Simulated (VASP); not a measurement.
Wanted: the native input for a VASP 6.6.1 run.

```
Task                   : single point
Functional             : r2SCAN
Potentials or basis    : VASP PAW PBE potentials, release 64 (Ta_pv, H)
Cutoff                 : 520 eV
k mesh                 : 16 × 16 × 10
Occupations            : gaussian, width 0.1 eV
Spin                   : no spin polarisation
Dipole correction      : no
Further INCAR settings : ALGO = Normal; EDIFF = 1e-06; NBANDS = 18
```

Ta2H:

```
Ta H
1.0
     1.71001   -2.37263    0.00000
     1.71001    2.37263    0.00000
     0.00000    0.00000    4.76777
Ta H
2 1
Direct
  0.00000 0.50000 0.26389
  0.50000 0.00000 0.73611
  0.00000 0.00000 0.00000
```

The input as run:

POSCAR

```
Ta2H
1.0
    1.7100055853     -2.3726342500      0.0000000000
    1.7100055853      2.3726342500      0.0000000000
    0.0000000000      0.0000000000      4.7677687114
Ta H
2 1
Direct
    0.0000000000      0.5000000000      0.2638920744
    0.5000000000      0.0000000000      0.7361079256
    0.0000000000      0.0000000000      0.0000000000
```

INCAR.step1

```
SYSTEM = Ta2H
PREC = Accurate
ENCUT = 520
ISMEAR = 0
SIGMA = 0.1
LREAL = .FALSE.
LASPH = .TRUE.
NELM = 100
NBANDS = 18
GGA = PE
ALGO = Normal
EDIFF = 1E-4
LWAVE = .TRUE.
LCHARG = .FALSE.
```

INCAR.step2

```
SYSTEM = Ta2H
PREC = Accurate
ENCUT = 520
EDIFF = 1E-6
ISMEAR = 0
SIGMA = 0.1
LREAL = .FALSE.
LASPH = .TRUE.
NELM = 100
ALGO = Normal
ISIF = 2
LWAVE = .FALSE.
LCHARG = .TRUE.
METAGGA = R2SCAN
LMIXTAU = .TRUE.
LELF = .TRUE.
LVHAR = .TRUE.
NBANDS = 18
ISTART = 1
```

KPOINTS

```
regular mesh
0
G
  16 16 10
  0 0 0
```

Potentials or basis: VASP PAW PBE potentials, release 64 (Ta_pv, H).

Launch:

```console
$ cat potpaw_PBE.64/Ta_pv/POTCAR potpaw_PBE.64/H/POTCAR > POTCAR
$ cp INCAR.step1 INCAR
$ mpirun -np 1 vasp_std > vasp.out
$ cp INCAR.step2 INCAR
$ mpirun -np 1 vasp_std > vasp.out
```

Results of the run:

The pressure is 0.5 GPa and the largest force is 0.015 eV/Å. The band gap on the k mesh is zero (an odd number of electrons rules out a gap without spin polarisation).

Caveat: the PAW data sets were made with another functional, which shifts forces and pressure a little; spin-orbit coupling is left out, which moves the levels of the heavy elements.

Wall time 8.6 min on 1 thread of AMD EPYC 9R45 96-Core Processor (Zen 5), on a shared host, peak memory 0.35 GiB.
